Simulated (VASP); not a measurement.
# Pt (Fmmm) in VASP: further runs, part 2 of 2

VASP 6.6.1. Earlier steps stand in the parts before.

**3. Single point, r2SCAN (strain +0.0125 x Voigt [0, 0, 0, 1, 0, 0])**

The input, POSCAR:

```
Pt
1.0
   -1.5842200000      1.5941213750      1.5941213750
    1.5842200000     -1.5743186250      1.5743186250
    1.5842200000      1.5743186250     -1.5743186250
Pt
1
Direct
    0.0000000000      0.0000000000      0.0000000000
```

The input, INCAR.step1:

```
  ALGO = Normal
  EDIFF = 1E-4
  ENCUT = 520
  GGA = PE
  ISMEAR = 0
  LASPH = True
  LCHARG = False
  LREAL = False
  LWAVE = True
  NBANDS = 11
  NELM = 80
  PREC = Accurate
  SIGMA = 0.15
```

The input, INCAR.step2:

```
  ALGO = Normal
  EDIFF = 1E-6
  ENCUT = 520
  ISIF = 2
  ISMEAR = 0
  ISTART = 1
  LASPH = True
  LCHARG = False
  LMIXTAU = True
  LREAL = False
  LWAVE = False
  METAGGA = R2SCAN
  NBANDS = 11
  NELM = 80
  PREC = Accurate
  SIGMA = 0.15
```

The input, KPOINTS:

```
k-points
0
Gamma
  22 22 22
```

Potentials or basis: VASP PAW PBE potentials, release 64 (Pt).

Launch:

```bash
cat potpaw_PBE.64/Pt/POTCAR > POTCAR
cp INCAR.step1 INCAR
mpirun -np 1 vasp_std > vasp.out
cp INCAR.step2 INCAR
mpirun -np 1 vasp_std > vasp.out
```

OUTCAR:

```text
EDIFF = 1E-6
   ENCUT = 520
   ISIF = 2
   ISMEAR = 0
   ISTART = 1
   LASPH = True
   LREAL = False
   METAGGA = R2SCAN
   NELM = 80
   PREC = Accurate

 ion  position               nearest neighbor table
   1  0.000  0.000  0.000-

  LATTYP: Found a face centered orthorhombic cell.
 ALAT       =     3.1684400000
 B/A-ratio  =     1.4053747276
 C/A-ratio  =     1.4230523971

  Lattice vectors:

 A1 = (   0.0000000000,   3.1684400000,   0.0198027500)
 A2 = (   1.5842200000,   1.5941213750,   1.5941213750)
 A3 = (   1.5842200000,   1.5743186250,  -1.5743186250)

Analysis of symmetry for initial positions (statically):
=====================================================================
 Subroutine PRICEL returns:
 Original cell was already a primitive cell.

 Routine SETGRP: Setting up the symmetry group for a
 face centered orthorhombic supercell.

 Subroutine GETGRP returns: Found  8 space group operations
 (whereof  8 operations were pure point group operations)
 out of a pool of  8 trial point group operations.

The static configuration has the point symmetry D_2h.

Analysis of symmetry for dynamics (positions and initial velocities):
=====================================================================
 Subroutine PRICEL returns:
 Original cell was already a primitive cell.

 Routine SETGRP: Setting up the symmetry group for a
 face centered orthorhombic supercell.

 Subroutine GETGRP returns: Found  8 space group operations
 (whereof  8 operations were pure point group operations)
 out of a pool of  8 trial point group operations.

The dynamic configuration has the point symmetry D_2h.

 Subroutine INISYM returns: Found  8 space group operations
 (whereof  8 operations are pure point group operations),
 and found     1 'primitive' translations

----------------------------------------------------------------------------------------

                                     Primitive cell

  volume of cell :      15.9034

  direct lattice vectors                    reciprocal lattice vectors
    -1.584220000  1.594121375  1.594121375     0.000000000  0.313652403  0.313652403
     1.584220000 -1.574318625  1.574318625     0.315612731 -0.001972657  0.315625060
     1.584220000  1.574318625 -1.574318625     0.315612731  0.315625060 -0.001972657

  length of vectors
     2.755394513  2.732528367  2.732528367     0.443571482  0.446356881  0.446356881

  position of ions in fractional coordinates (direct lattice)
     0.000000000  0.000000000  0.000000000

  ion indices of the primitive-cell ions
   primitive index   ion index
                 1           1

----------------------------------------------------------------------------------------

 KPOINTS: k-points

Automatic generation of k-mesh.
 Grid dimensions read from file:
 generate k-points for:   22   22   22

 Generating k-lattice:

  Cartesian coordinates                     Fractional coordinates (reciprocal lattice)
     0.000000000  0.014256927  0.014256927     0.045454545  0.000000000  0.000000000
     0.014346033 -0.000089666  0.014346594    -0.000000000  0.045454545  0.000000000
     0.014346033  0.014346594 -0.000089666    -0.000000000  0.000000000  0.045454545

  Length of vectors
     0.020162340  0.020288949  0.020288949

  Shift w.r.t. Gamma in fractional coordinates (k-lattice)
     0.000000000  0.000000000  0.000000000

 Subroutine IBZKPT returns following result:
 ===========================================

 Found   1530 irreducible k-points:

 Following reciprocal coordinates:
            Coordinates               Weight
  0.000000  0.000000  0.000000      1.000000
  0.045455  0.000000  0.000000      2.000000
  0.090909  0.000000  0.000000      2.000000
  0.136364  0.000000  0.000000      2.000000
  0.181818  0.000000  0.000000      2.000000
  0.227273  0.000000  0.000000      2.000000
[... 16 lines left out ...]
  0.454545  0.045455  0.000000      8.000000
 -0.000000  0.090909  0.000000      8.000000
 [... further k-points ...]
   k-points           NKPTS =   1530   k-points in BZ     NKDIM =   1530   number of bands    NBANDS=     11
   number of dos      NEDOS =    301   number of ions     NIONS =      1
   total plane-waves  NPLWV =   8000
   dimension x,y,z NGX =    20 NGY =   20 NGZ =   20
   dimension x,y,z NGXF=    40 NGYF=   40 NGZF=   40
   ions per type =               1
   NGX,Y,Z   is equivalent  to a cutoff of  12.07, 12.17, 12.17 a.u.
   NGXF,Y,Z  is equivalent  to a cutoff of  24.13, 24.34, 24.34 a.u.
 SYSTEM =  unknown system
   PREC   = accura    normal or accurate (medium, high low for compatibility)
   ISTART =      1    job   : 0-new  1-cont  2-samecut
   ICHARG =      0    charge: 1-file 2-atom 10-const
   ISPIN  =      1    spin polarized calculation?
   LNONCOLLINEAR =      F non collinear calculations
   LSORBIT =      F    spin-orbit coupling
   LASPH  =      T    aspherical Exc in radial PAW
   ENCUT  =  520.0 eV  38.22 Ry    6.18 a.u.   5.12  5.08  5.08*2*pi/ulx,y,z
   NELM   =     80;   NELMIN=  2; NELMDL=  0     # of ELM steps
   EDIFF  = 0.1E-05   stopping-criterion for ELM
   LREAL  =      F    real-space projection
   EDIFFG = 0.1E-04   stopping-criterion for IOM
   NSW    =      0    number of steps for IOM
   IBRION =     -1    ionic relax: 0-MD 1-quasi-New 2-CG
   NFREE  =      0    steps in history (QN), initial steepest desc. (CG)
   ISIF   =      2    stress and relaxation
   ISYM   =      2    0-nonsym 1-usesym 2-fastsym
   POTIM  = 0.5000    time-step for ionic-motion
   TEBEG  =    0.0;   TEEND  =   0.0 temperature during run
   PSTRESS=    0.0 pullay stress
   NELECT =      10.0000    total number of electrons
   NUPDOWN=      -1.0000    fix difference up-down
   EMIN   =  10.00;   EMAX   =-10.00  energy-range for DOS
   EFERMI =   0.00;   METHOD = LEGACY
   ISMEAR =     0;   SIGMA  =   0.15  broadening in eV -4-tet -1-fermi 0-gaus
   EFERMI_NEDOS =   21; number of points for ismear=-14 and -15
   IALGO  =     38    algorithm
   IMIX   =      4    mixing-type and parameters
     AMIX     =   0.40;   BMIX     =  1.00
     AMIX_MAG =   1.60;   BMIX_MAG =  1.00
  volume/ion in A,a.u.               =      15.90       107.32
  Fermi-wavevector in a.u.,A,eV,Ry     =   1.402528  2.650394 26.763829  1.967086
  Thomas-Fermi vector in A             =   2.525281
   LORBIT       =      0    0 simple, 1 ext, 2 COOP (PROOUT), +10 PAW based schemes
   METAGGA = R2SCAN    functional components
   LHFCALC =     F    Hartree Fock is set to
   AEXX    =    0.0000 exact exchange contribution
   IVDW    =     0    specifies the selected vdW correction
   LEPSILON=     F    determine dielectric tensor
   LRPA    =     F    only Hartree local field effects (RPA)
 non-spin polarized calculation
 Gauss-broadening in eV      SIGMA  =   0.15
  energy-cutoff  :      520.00
  volume of cell :       15.90
 maximum number of plane-waves:       442
   NGX = 11   NGY = 11   NGZ = 11

 number of electron      10.0000000 magnetization

 Free energy of the ion-electron system (eV)
  ---------------------------------------------------
  ext. energy  EPLUGINS =         0.00000000
  ---------------------------------------------------
  free energy    TOTEN  =       -51.40273064 eV

  energy without entropy =      -51.39014408  energy(sigma->0) =      -51.39643736

 E-fermi :   9.8272     XC(G=0): -14.2282

 val. band max:        9.8268927957   @ k =   0.3636  -0.3636   0.0455
 cond. band min:       9.8279596308   @ k =   0.3636  -0.2273   0.0455
 fundamental gap:      0.0010668351
 Fermi energy:         9.8272174718

 k-point     1 :       0.0000    0.0000    0.0000
  band No.  band energies     occupation
      1       0.1790      2.00000
      2       6.1803      2.00000
      3       6.2693      2.00000
      4       6.3629      2.00000
      5       8.7478      2.00000
      6       8.7504      2.00000
      7      27.8210      0.00000
      8      27.9370      0.00000
      9      28.0480      0.00000
     10      38.2527      0.00000
     11      38.2611      0.00000

 k-point     2 :       0.0455    0.0000    0.0000
  band No.  band energies     occupation
      1       0.2650      2.00000
      2       6.1478      2.00000
      3       6.2674      2.00000
      4       6.4307      2.00000
      5       8.7112      2.00000
      6       8.7513      2.00000
      7      27.8815      0.00000
      8      28.0620      0.00000
      9      28.0825      0.00000
     10      36.6877      0.00000
     11      36.9144      0.00000
[... 295 lines left out ...]
 k-point    24 :      -0.0000    0.0909    0.0000
  band No.  band energies     occupation
      1       0.5242      2.00000
      2       6.1157      2.00000
      3       6.2820      2.00000
      4       6.5599      2.00000
      5       8.5901      2.00000
      6       8.7584      2.00000
      7      28.0413      0.00000
      8      28.1222      0.00000
      9      28.4645      0.00000
     10      35.0845      0.00000
     11      35.4583      0.00000

 [... further k-points ...]
[... 5 lines left out ...]
  --------------------------------------------------------------------------------------
  -------------------------------------------------------------------------------------
  Total       -0.5849067     -0.5867881     -0.5867881      0.0000000     -0.1771403      0.0000000
  in kB      -58.9260928    -59.1156367    -59.1156367      0.0000000    -17.8458985      0.0000000
  external PRESSURE =     -59.0524554 kB  Pullay stress =       0.0000000 kB

 VOLUME and BASIS-vectors are now :
 -----------------------------------------------------------------------------
  energy-cutoff  :      520.00
  volume of cell :       15.90
      direct lattice vectors                 reciprocal lattice vectors
    -1.584220000  1.594121375  1.594121375     0.000000000  0.313652403  0.313652403
     1.584220000 -1.574318625  1.574318625     0.315612731 -0.001972657  0.315625060
     1.584220000  1.574318625 -1.574318625     0.315612731  0.315625060 -0.001972657

 POSITION                                       TOTAL-FORCE (eV/Angst)
 -----------------------------------------------------------------------------------
      0.00000      0.00000      0.00000         0.000000      0.000000     -0.000000
 -----------------------------------------------------------------------------------
    total drift:                                0.000000     -0.000000      0.000000

  FREE ENERGIE OF THE ION-ELECTRON SYSTEM (eV)
  ---------------------------------------------------
  free  energy   TOTEN  =       -51.4027306375 eV

  energy  without entropy=      -51.3901440793  energy(sigma->0) =      -51.39643736
```

OUTCAR.step1:

```text
EDIFF = 1E-4
   ENCUT = 520
   GGA = PE
   ISMEAR = 0
   LASPH = True
   LREAL = False
[... 552 lines left out ...]

 POSITION                                       TOTAL-FORCE (eV/Angst)
 -----------------------------------------------------------------------------------
      0.00000      0.00000      0.00000         0.000000      0.000000     -0.000000
 -----------------------------------------------------------------------------------
    total drift:                                0.000000     -0.000000      0.000000

  FREE ENERGIE OF THE ION-ELECTRON SYSTEM (eV)
  ---------------------------------------------------
  free  energy   TOTEN  =        -6.0050077832 eV

  energy  without entropy=       -5.9917771402  energy(sigma->0) =       -5.99839246
```

OSZICAR.step1:

```text
N       E                     dE             d eps       ncg     rms          rms(c)
DAV:   1     0.393926331769E+02    0.39393E+02   -0.53361E+03 34423   0.841E+02
DAV:   2    -0.575751089182E+01   -0.45150E+02   -0.43297E+02 38317   0.174E+02
DAV:   3    -0.636334518350E+01   -0.60583E+00   -0.60249E+00 39477   0.192E+01
DAV:   4    -0.636574545183E+01   -0.24003E-02   -0.24001E-02 39022   0.143E+00
DAV:   5    -0.636576547908E+01   -0.20027E-04   -0.20027E-04 39808   0.121E-01    0.107E+01
DAV:   6    -0.603879251037E+01    0.32697E+00   -0.78092E-01 35973   0.687E+00    0.569E+00
DAV:   7    -0.600789028358E+01    0.30902E-01   -0.11410E-01 38667   0.258E+00    0.237E+00
DAV:   8    -0.600518992739E+01    0.27004E-02   -0.47301E-03 36319   0.590E-01    0.507E-01
DAV:   9    -0.600500516482E+01    0.18476E-03   -0.16401E-04 35425   0.111E-01    0.393E-02
DAV:  10    -0.600500778317E+01   -0.26183E-05   -0.32790E-06 19119   0.151E-02
   1 F= -.60050078E+01 E0= -.59983925E+01  d E =-.132306E-01
```

It took 12 min on 1 thread of Oxide Virtual Turin-like, shared host; peak memory 0.33 GiB.

What came out:

- Free energy: -51.4027 eV
- Pressure: -5.9 GPa
- Band gap on the k mesh: zero (band 5 reaches 10.94 eV, above the bottom of band 6 at 8.60 eV)

Levels at points of the mesh, in eV from the Fermi level:
| k point | band 1 | band 2 | band 3 | band 4 | band 5 | band 6 | band 7 | band 8 | band 9 | band 10 |
| --- | --- | --- | --- | --- | --- | --- | --- | --- | --- | --- |
| (0.00, 0.00, 0.00) | -9.65 | -3.65 | -3.56 | -3.46 | -1.08 | -1.08 | 17.99 | 18.11 | 18.22 | 28.43 |
| (0.50, 0.00, 0.00) | -6.71 | -5.05 | -1.21 | -0.71 | 0.40 | 1.05 | 6.42 | 14.17 | 16.67 | 25.49 |
| (0.00, 0.50, 0.00) | -6.69 | -5.01 | -1.25 | -0.77 | 0.49 | 1.10 | 6.58 | 14.08 | 16.58 | 25.25 |
| (0.00, 0.50, 0.50) | -6.67 | -4.97 | -1.29 | -0.83 | 0.58 | 1.15 | 6.73 | 14.01 | 16.48 | 25.02 |
| (0.50, 0.50, 0.50) | -6.22 | -6.22 | 0.48 | 0.57 | 0.65 | 8.11 | 8.11 | 8.12 | 13.37 | 19.78 |

Caveat: the cell differs from its parent crystal (strain +0.0125 x Voigt [0, 0, 0, 1, 0, 0]); the PAW data sets were made with another functional, which shifts forces and pressure a little; spin-orbit coupling is left out, which moves the levels of the heavy elements.
